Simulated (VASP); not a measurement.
Set up this calculation in VASP 6.6.1, as the native input.

```yaml
Task: single point
Functional: r2SCAN
Potentials_or_basis: VASP PAW PBE potentials, release 64 (O)
Cutoff: 660 eV
k_mesh: 18 × 18 × 11
Occupations: fermi-dirac, width 0.25 eV
Spin: no spin polarisation
Dipole_correction: no
Further_INCAR_settings: ALGO = Normal; EDIFF = 1e-06; NBANDS = 9
```

Crystal: O.

```xyz
1
Lattice="1.7756 0.0000 0.0000 0.0000 1.7756 0.0000 0.0000 0.0000 3.0530" Properties=species:S:1:pos:R:3 pbc="T T T"
O     0.0000    0.0000    0.0000
```

One way to write it, as run:

POSCAR

```
O
1.0
    1.7755900000      0.0000000000      0.0000000000
    0.0000000000      1.7755900000      0.0000000000
    0.0000000000      0.0000000000      3.0530500000
O
1
Direct
    0.0000000000      0.0000000000      0.0000000000
```

INCAR.step1

```
PREC = Accurate ; ENCUT = 660
ISMEAR = -1 ; SIGMA = 0.25
LREAL = False ; LASPH = True
NELM = 120 ; NBANDS = 9
GGA = PE ; ALGO = Normal
EDIFF = 1E-5 ; LWAVE = True
LCHARG = False ; GGA_COMPAT = False
```

INCAR.step2

```
PREC = Accurate ; ENCUT = 660
EDIFF = 1E-6 ; ISMEAR = -1
SIGMA = 0.25 ; LREAL = False
LASPH = True ; NELM = 120
ALGO = Normal ; ISIF = 2
LWAVE = False ; LCHARG = False
METAGGA = R2SCAN ; LMIXTAU = True
NBANDS = 9 ; ISTART = 1
GGA_COMPAT = False
```

KPOINTS

```
regular mesh
0
Gamma
  18 18 11
```

Potentials or basis: VASP PAW PBE potentials, release 64 (O).

Run with:

```sh
$ cat potpaw_PBE.64/O/POTCAR > POTCAR
$ cp INCAR.step1 INCAR
$ mpirun -np 1 vasp_std > vasp.out
$ cp INCAR.step2 INCAR
$ mpirun -np 1 vasp_std > vasp.out
```

Results of the run:

| Quantity | Value |
| --- | --- |
| Pressure | 0.1 GPa |
| Band gap on the k mesh | zero (bands 3 and 4 overlap by 5.61 eV) |

Caveat: the PAW data sets were made with another functional, which shifts forces and pressure a little.

It took 82 s on 1 thread of Intel Xeon 8259CL (shared host), peak memory 0.15 GiB.
